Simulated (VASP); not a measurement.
# CuO (C2/c) in VASP: settings compared

The runs below take CuO through single point, with PBEsol+D4, revPBE.

Program: VASP 6.6.1. These are calculated values, not measurements. Logs are shortened: lines on timing, memory, paths and dates and some standing lists are left out, and cuts for length are marked.

## Step 1: The cell of the first run

The structure is monoclinic, space group C2/c (No. 15). Conventional cell: a = 4.745 Å, b = 3.468 Å, c = 5.196 Å, α = 90.00°, β = 99.54°, γ = 90.00°. Cu (site symmetry -1) has 4 O at 1.98 to 1.99 Å within 2.6 Å. Within 2.7 Å of O (site symmetry 2) lie 4 Cu at 1.98 to 1.99 Å and 2 O at 2.66 Å.

## Step 2: Single point, PBEsol+D4

INCAR

```
SYSTEM = CuO
  ALGO = Normal
  EDIFF = 1E-6
  ENCUT = 520
  GGA = PS
  ISIF = 2
  ISMEAR = -1
  IVDW = 13
  LASPH = .True.
  LCHARG = .False.
  LREAL = .False.
  LWAVE = .False.
  NBANDS = 25
  NELM = 60
  PREC = Accurate
  SIGMA = 0.05
```

KPOINTS

```
k-points
0
Gamma
  10 10 5
  0 0 0
```

POSCAR

```
CuO
1.0
    2.3726673498     -1.7338196878      0.0000000000
    2.3726673498      1.7338196878      0.0000000000
   -0.8612132810      0.0000000000      5.1244279405
Cu O
2 2
Direct
    0.5000000000      0.0000000000      0.5000000000
    0.0000000000      0.5000000000      0.0000000000
    0.4184000000      0.5816000000      0.7500000000
    0.5816000000      0.4184000000      0.2500000000
```

Potentials or basis: VASP PAW PBE potentials, release 64 (Cu, O).

Launch:

```
cat potpaw_PBE.64/Cu/POTCAR potpaw_PBE.64/O/POTCAR > POTCAR
mpirun -np 1 vasp_std > vasp.out
```

OUTCAR:

```text
SYSTEM = CuO
   EDIFF = 1E-6
   ENCUT = 520
   GGA = PS
   ISIF = 2
   ISMEAR = -1
   IVDW = 13
   LASPH = .True.
   LREAL = .False.
   NELM = 60
   PREC = Accurate

 ion  position               nearest neighbor table
   1  0.500  0.000  0.500-   3 1.98   4 1.98   4 1.99   3 1.99
   2  0.000  0.500  0.000-   4 1.98   3 1.98   4 1.99   3 1.99
   3  0.418  0.582  0.750-   2 1.98   1 1.98   2 1.99   1 1.99
   4  0.582  0.418  0.250-   1 1.98   2 1.98   2 1.99   1 1.99

  LATTYP: Found a base centered monoclinic cell.
 ALAT       =     4.7453346996
 B/A-ratio  =     0.7307470590
 C/A-ratio  =     1.0950317057
 COS(beta)  =    -0.1657361228

  Lattice vectors:

 A1 = (   2.3726673498,  -1.7338196878,   0.0000000000)
 A2 = (   2.3726673498,   1.7338196878,   0.0000000000)
 A3 = (  -0.8612132810,   0.0000000000,   5.1244279405)

Analysis of symmetry for initial positions (statically):
=====================================================================
 Subroutine PRICEL returns:
 Original cell was already a primitive cell.

 Routine SETGRP: Setting up the symmetry group for a
 base centered monoclinic supercell.

 Subroutine GETGRP returns: Found  4 space group operations
 (whereof  2 operations were pure point group operations)
 out of a pool of  4 trial point group operations.

The static configuration has the point symmetry S_2 .
 The point group associated with its full space group is C_2h.

Analysis of symmetry for dynamics (positions and initial velocities):
=====================================================================
 Subroutine PRICEL returns:
 Original cell was already a primitive cell.

 Routine SETGRP: Setting up the symmetry group for a
 base centered monoclinic supercell.

 Subroutine GETGRP returns: Found  4 space group operations
 (whereof  2 operations were pure point group operations)
 out of a pool of  4 trial point group operations.

The dynamic configuration has the point symmetry S_2 .
 The point group associated with its full space group is C_2h.

 Subroutine INISYM returns: Found  4 space group operations
 (whereof  2 operations are pure point group operations),
 and found     1 'primitive' translations

----------------------------------------------------------------------------------------

                                     Primitive cell

  volume of cell :      42.1615

  direct lattice vectors                    reciprocal lattice vectors
     2.372667350 -1.733819688  0.000000000     0.210733291 -0.288380622  0.035415916
     2.372667350  1.733819688  0.000000000     0.210733291  0.288380622  0.035415916
    -0.861213281  0.000000000  5.124427941     0.000000000  0.000000000  0.195143733

  length of vectors
     2.938652933  2.938652933  5.196291950     0.358923655  0.358923655  0.195143733

  position of ions in fractional coordinates (direct lattice)
     0.500000000  0.000000000  0.500000000
     0.000000000  0.500000000  0.000000000
     0.418400000  0.581600000  0.750000000
     0.581600000  0.418400000  0.250000000

  ion indices of the primitive-cell ions
   primitive index   ion index
                 1           1
                 2           2
                 3           3
                 4           4

----------------------------------------------------------------------------------------

 KPOINTS: k-points

Automatic generation of k-mesh.
 Grid dimensions read from file:
 generate k-points for:   10   10    5

 Generating k-lattice:

  Cartesian coordinates                     Fractional coordinates (reciprocal lattice)
     0.021073329 -0.028838062  0.003541592     0.100000000  0.000000000  0.000000000
     0.021073329  0.028838062  0.003541592     0.000000000  0.100000000  0.000000000
     0.000000000  0.000000000  0.039028747     0.000000000  0.000000000  0.200000000

  Length of vectors
     0.035892366  0.035892366  0.039028747

  Shift w.r.t. Gamma in fractional coordinates (k-lattice)
     0.000000000  0.000000000  0.000000000

 Subroutine IBZKPT returns following result:
 ===========================================

 Found    141 irreducible k-points:

 Following reciprocal coordinates:
            Coordinates               Weight
  0.000000  0.000000  0.000000      1.000000
  0.100000  0.000000 -0.000000      4.000000
  0.200000  0.000000 -0.000000      4.000000
  0.300000  0.000000 -0.000000      4.000000
  0.400000  0.000000  0.000000      4.000000
  0.500000  0.000000  0.000000      2.000000
[... 16 lines left out ...]
  0.300000  0.300000 -0.000000      2.000000
  0.400000  0.300000  0.000000      4.000000
 [... further k-points ...]
   k-points           NKPTS =    141   k-points in BZ     NKDIM =    141   number of bands    NBANDS=     25
   number of dos      NEDOS =    301   number of ions     NIONS =      4
   total plane-waves  NPLWV =  23040
   dimension x,y,z NGX =    24 NGY =   24 NGZ =   40
   dimension x,y,z NGXF=    48 NGYF=   48 NGZF=   80
   ions per type =               2   2
   NGX,Y,Z   is equivalent  to a cutoff of  13.58, 13.58, 12.80 a.u.
   NGXF,Y,Z  is equivalent  to a cutoff of  27.15, 27.15, 25.59 a.u.
 SYSTEM =  CuO
   PREC   = accura    normal or accurate (medium, high low for compatibility)
   ISTART =      0    job   : 0-new  1-cont  2-samecut
   ICHARG =      2    charge: 1-file 2-atom 10-const
   ISPIN  =      1    spin polarized calculation?
   LNONCOLLINEAR =      F non collinear calculations
   LSORBIT =      F    spin-orbit coupling
   LASPH  =      T    aspherical Exc in radial PAW
   ENCUT  =  520.0 eV  38.22 Ry    6.18 a.u.   5.46  5.46  9.66*2*pi/ulx,y,z
   NELM   =     60;   NELMIN=  2; NELMDL= -5     # of ELM steps
   EDIFF  = 0.1E-05   stopping-criterion for ELM
   LREAL  =      F    real-space projection
   EDIFFG = 0.1E-04   stopping-criterion for IOM
   NSW    =      0    number of steps for IOM
   IBRION =     -1    ionic relax: 0-MD 1-quasi-New 2-CG
   NFREE  =      0    steps in history (QN), initial steepest desc. (CG)
   ISIF   =      2    stress and relaxation
   ISYM   =      2    0-nonsym 1-usesym 2-fastsym
   POTIM  = 0.5000    time-step for ionic-motion
   TEBEG  =    0.0;   TEEND  =   0.0 temperature during run
   PSTRESS=    0.0 pullay stress
   NELECT =      34.0000    total number of electrons
   NUPDOWN=      -1.0000    fix difference up-down
   EMIN   =  10.00;   EMAX   =-10.00  energy-range for DOS
   EFERMI =   0.00;   METHOD = LEGACY
   ISMEAR =    -1;   SIGMA  =   0.05  broadening in eV -4-tet -1-fermi 0-gaus
   EFERMI_NEDOS =   21; number of points for ismear=-14 and -15
   IALGO  =     38    algorithm
   IMIX   =      4    mixing-type and parameters
     AMIX     =   0.40;   BMIX     =  1.00
     AMIX_MAG =   1.60;   BMIX_MAG =  1.00
  volume/ion in A,a.u.               =      10.54        71.13
  Fermi-wavevector in a.u.,A,eV,Ry     =   1.523804  2.879572 31.592433  2.321978
  Thomas-Fermi vector in A             =   2.632197
   LORBIT       =      0    0 simple, 1 ext, 2 COOP (PROOUT), +10 PAW based schemes
   GGA     = PS    functional components
   LHFCALC =     F    Hartree Fock is set to
   AEXX    =    0.0000 exact exchange contribution
   IVDW    =    13    specifies the selected vdW correction
   LEPSILON=     F    determine dielectric tensor
   LRPA    =     F    only Hartree local field effects (RPA)
 non-spin polarized calculation
  energy-cutoff  :      520.00
  volume of cell :       42.16
 maximum number of plane-waves:      1159
 NGX is ok and might be reduce to    24
   NGX = 11   NGY = 11   NGZ = 19

 number of electron      34.0000011 magnetization

 Free energy of the ion-electron system (eV)
  ---------------------------------------------------
  ext. energy  EPLUGINS =         0.00000000
  ---------------------------------------------------
  free energy    TOTEN  =       -21.29984438 eV

  energy without entropy =      -21.27997761  energy(sigma->0) =      -21.28991100

 E-fermi :   5.0198     XC(G=0): -11.9617

 val. band max:        5.0171111811   @ k =   0.5000   0.1000   0.2000
 cond. band min:       5.0198767787   @ k =   0.5000   0.0000   0.0000
 fundamental gap:      0.0027655976
 Fermi energy:         5.0198360970

 k-point     1 :       0.0000    0.0000    0.0000
  band No.  band energies     occupation
      1     -14.4772      2.00000
      2     -13.2254      2.00000
      3      -2.8046      2.00000
      4      -0.2737      2.00000
      5       0.1174      2.00000
      6       1.8923      2.00000
[... 17 lines left out ...]
     24      21.0885      0.00000
     25      21.3997      0.00000

 k-point     2 :       0.1000    0.0000   -0.0000
  band No.  band energies     occupation
      1     -14.4134      2.00000
      2     -13.2043      2.00000
      3      -2.6976      2.00000
      4      -0.2892      2.00000
      5       0.0898      2.00000
      6       1.1504      2.00000
[... 17 lines left out ...]
     24      20.5584      0.00000
     25      21.5181      0.00000

 k-point     3 :       0.2000    0.0000   -0.0000
  band No.  band energies     occupation
      1     -14.2406      2.00000
      2     -13.1485      2.00000
      3      -2.4105      2.00000
      4      -0.3464      2.00000
      5      -0.0525      2.00000
      6       0.1738      2.00000
[... 17 lines left out ...]
     24      19.7258      0.00000
     25      21.0544      0.00000

 k-point     4 :       0.3000    0.0000   -0.0000
  band No.  band energies     occupation
      1     -14.0134      2.00000
      2     -13.0785      2.00000
      3      -2.0470      2.00000
      4      -0.9609      2.00000
      5      -0.4158      2.00000
      6       0.0845      2.00000
[... 17 lines left out ...]
     24      18.6211      0.00000
     25      20.6608      0.00000
[... 477 lines left out ...]
 k-point    22 :      -0.2000    0.2000    0.0000
  band No.  band energies     occupation
      1     -13.9611      2.00000
      2     -13.0538      2.00000
      3      -1.9506      2.00000
      4      -0.4927      2.00000
      5      -0.4454      2.00000
      6      -0.1201      2.00000
[... 17 lines left out ...]
     24      18.5256      0.00000
     25      18.5276      0.00000

 k-point    23 :       0.3000    0.3000   -0.0000
  band No.  band energies     occupation
      1     -13.7306      2.00000
      2     -13.0264      2.00000
      3      -1.5031      2.00000
      4      -1.0398      2.00000
      5      -0.0529      2.00000
      6      -0.0033      2.00000
[... 17 lines left out ...]
     24      19.1844      0.00000
     25      19.5904      0.00000

 k-point    24 :       0.4000    0.3000    0.0000
  band No.  band energies     occupation
      1     -13.5549      2.00000
      2     -12.9801      2.00000
      3      -1.5101      2.00000
      4      -1.2209      2.00000
      5      -0.2333      2.00000
      6      -0.0710      2.00000
[... 17 lines left out ...]
     24      17.9936      0.00000
     25      19.0932      0.00000

 [... further k-points ...]

------------------------ aborting loop because EDIFF is reached ----------------------------------------

  DFT-D4 for vdW energy calculation

  Edisp (eV):   -0.69999

  FORCE on cell =-STRESS in cart. coord.  units (eV):
  Direction    XX          YY          ZZ          XY          YZ          ZX
  --------------------------------------------------------------------------------------
  -------------------------------------------------------------------------------------
  Total      -2.98168    -1.89084    -3.56008     0.00000     0.00000     0.06837
  in kB    -113.30651   -71.85377  -135.28626     0.00000     0.00000     2.59816
  external pressure =     -106.82 kB  Pullay stress =        0.00 kB

 VOLUME and BASIS-vectors are now :
 -----------------------------------------------------------------------------
  energy-cutoff  :      520.00
  volume of cell :       42.16
      direct lattice vectors                 reciprocal lattice vectors
     2.372667350 -1.733819688  0.000000000     0.210733291 -0.288380622  0.035415916
     2.372667350  1.733819688  0.000000000     0.210733291  0.288380622  0.035415916
    -0.861213281  0.000000000  5.124427941     0.000000000  0.000000000  0.195143733

 POSITION                                       TOTAL-FORCE (eV/Angst)
 -----------------------------------------------------------------------------------
      0.75573     -0.86691      2.56221         0.000000     -0.000000     -0.000000
      1.18633      0.86691      0.00000         0.000000      0.000000     -0.000000
      1.72676      0.28296      3.84332         0.000000     -0.432695      0.000000
      2.15736     -0.28296      1.28111        -0.000000      0.432695     -0.000000
 -----------------------------------------------------------------------------------
    total drift:                                0.000000      0.000000     -0.000000

  FREE ENERGIE OF THE ION-ELECTRON SYSTEM (eV)
  ---------------------------------------------------
  free  energy   TOTEN  =       -21.9998319962 eV

  energy  without entropy=      -21.9799652296  energy(sigma->0) =      -21.98989861
```

It took 65 s on 1 thread of Intel Xeon 6975P-C (Granite Rapids), shared host; peak memory 0.24 GiB.

Results:

```
Free energy                : -21.9998 eV
Pressure                   : -10.7 GPa
Largest force              : 0.433 eV/Å
Band gap on the k mesh     : zero (bands 17 and 18 overlap by 0.60 eV)
Dispersion energy per atom : -0.175 eV
```

Forces on the atoms (eV/Å):
```
Cu   0.000  0.000  0.000
Cu   0.000  0.000  0.000
O    0.000 -0.433  0.000
O    0.000  0.433  0.000
```

Stress tensor (GPa, compression positive):
```
-11.33   0.00   0.26
  0.00  -7.19   0.00
  0.26   0.00 -13.53
```

Levels at points of the mesh, in eV from the Fermi level:
```csv
k point,band 15,band 16,band 17,band 18,band 19,band 20
"(0.00, 0.00, 0.00)",-2.03,-1.56,0.22,0.91,1.54,5.88
"(0.50, 0.00, 0.00)",-1.40,-1.33,0.00,0.26,4.79,6.07
"(0.50, 0.50, 0.00)",-1.64,-1.14,-0.61,1.03,3.35,6.87
```

Caveat: the cell stands under tension; the PAW data sets were made with another functional, which shifts forces and pressure a little; semilocal functionals often make such compounds metallic where correlation or magnetic order opens a gap, which also shifts bond lengths.

## Step 3: Single point, revPBE

INCAR

```
PREC = Accurate ; ENCUT = 520
EDIFF = 1E-6 ; ISMEAR = -1
SIGMA = 0.05 ; LREAL = False
LASPH = True ; NELM = 100
ALGO = Normal ; ISIF = 2
LWAVE = False ; LCHARG = True
GGA = RE ; LELF = True
LVHAR = True ; NBANDS = 25
```

KPOINTS

```
regular mesh
0
Gamma
  10 10 5
```

POSCAR is that of step 2.

Potentials or basis: VASP PAW PBE potentials, release 64 (Cu, O).

Launch:

```
cat potpaw_PBE.64/Cu/POTCAR potpaw_PBE.64/O/POTCAR > POTCAR
mpirun -np 1 vasp_std > vasp.out
```

Wall time 66 s (1 thread of Intel Xeon 6975P-C (Granite Rapids), shared host); peak memory 0.25 GiB.

The run converged. Its results:

| Item | Value |
| --- | --- |
| Free energy | -18.0949 eV |
| Pressure | 3.5 GPa |
| Largest force | 0.286 eV/Å |
| Band gap on the k mesh | zero (bands 17 and 18 overlap by 0.60 eV) |

Forces in eV/Å, atoms in the order of the input:
```
Cu   0.000  0.000  0.000
Cu   0.000  0.000  0.000
O    0.000 -0.286  0.000
O    0.000  0.286  0.000
```

Stress tensor (GPa, compression positive):
```
 3.23  0.00 -0.64
 0.00  5.19  0.00
-0.64  0.00  2.06
```

Levels at points of the mesh, in eV from the Fermi level:
```csv
k point,band 13,band 14,band 15,band 16,band 17,band 18,band 19,band 20,band 21,band 22
"(0.00, 0.00, 0.00)",-2.26,-2.11,-2.06,-1.59,0.21,0.90,1.62,6.06,7.99,13.29
"(0.50, 0.00, 0.00)",-1.96,-1.53,-1.43,-1.35,0.01,0.26,4.96,6.22,6.84,10.99
"(0.50, 0.50, 0.00)",-2.04,-2.02,-1.64,-1.17,-0.63,1.03,3.52,7.04,8.52,9.80
```

Caveat: the cell stands under pressure; the PAW data sets were made with another functional, which shifts forces and pressure a little; semilocal functionals often make such compounds metallic where correlation or magnetic order opens a gap, which also shifts bond lengths. With open d or f shells a metallic result of revPBE can be an artefact of self-interaction; +U or a hybrid may open a gap.
